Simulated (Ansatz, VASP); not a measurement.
**One calculation of Se, two programs**

```
Se
1.0
     0.00000    2.16870    2.16870
     2.16870    0.00000    2.16870
     2.16870    2.16870    0.00000
Se
1
Direct
  0.00000 0.00000 0.00000
```

Alike in both runs: task single point; functional PBE; k mesh 4 × 4 × 4; occupations fermi-dirac, width 0.15 eV; non-collinear spin, spin-orbit coupling.

```csv
,VASP,Ansatz
version,VASP 6.6.1,Ansatz 0.2.0 development build
potentials or method,"VASP PAW PBE potentials, release 64 (Se)","plane waves, PAW datasets (hand-made set)"
plane-wave cutoff (eV),520,580
valence electrons in the cell,6,16
```

```csv
,VASP,Ansatz,Ansatz less VASP
net moment per atom (μB),0.00,0.00,0.000
```

VASP's potentials hold 6 valence electrons a cell and Ansatz's 16, so a difference there can come from the potentials and not from the codes.

The k mesh is coarse, so the values compare programs but aren't converged.
